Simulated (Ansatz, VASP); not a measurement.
**One calculation of S, two programs**

```
CELL_PARAMETERS angstrom
5.10739 2.94875 1.34585
-5.10739 2.94875 1.34585
0.00000 -5.89751 1.34585
ATOMIC_POSITIONS crystal
S 0.58866 0.34442 0.23131
S 0.23131 0.58866 0.34442
S 0.34442 0.23131 0.58866
S 0.41134 0.65558 0.76869
S 0.76869 0.41134 0.65558
S 0.65558 0.76869 0.41134
```

Alike in both runs: functional LDA; k mesh 9 × 9 × 9; occupations fermi-dirac, width 0.05 eV; no spin polarisation.

Ansatz relaxed the structure, and its values are those at the end. VASP's run is a single point on that final structure, the one shown.

|  | VASP | Ansatz |
| --- | --- | --- |
| version | VASP 6.6.1 | Ansatz 0.2.0 |
| potentials or method | VASP PAW LDA potentials, release 64 (S) | PAW with Ansatz's default frozen-core files, scalar-relativistic |
| plane-wave cutoff (eV) | 520 | 420 |
| valence electrons in the cell | 36 | 36 |

|  | VASP | Ansatz | Ansatz less VASP |
| --- | --- | --- | --- |
| pressure (GPa) | -0.6 | 0.0 | +0.58 |
| rms of the force components (eV/Å) | 0.077 | 0.000 | -0.0761 |

LDA's correlation is that of Perdew and Zunger in VASP and of Perdew and Wang (1992) in Ansatz.
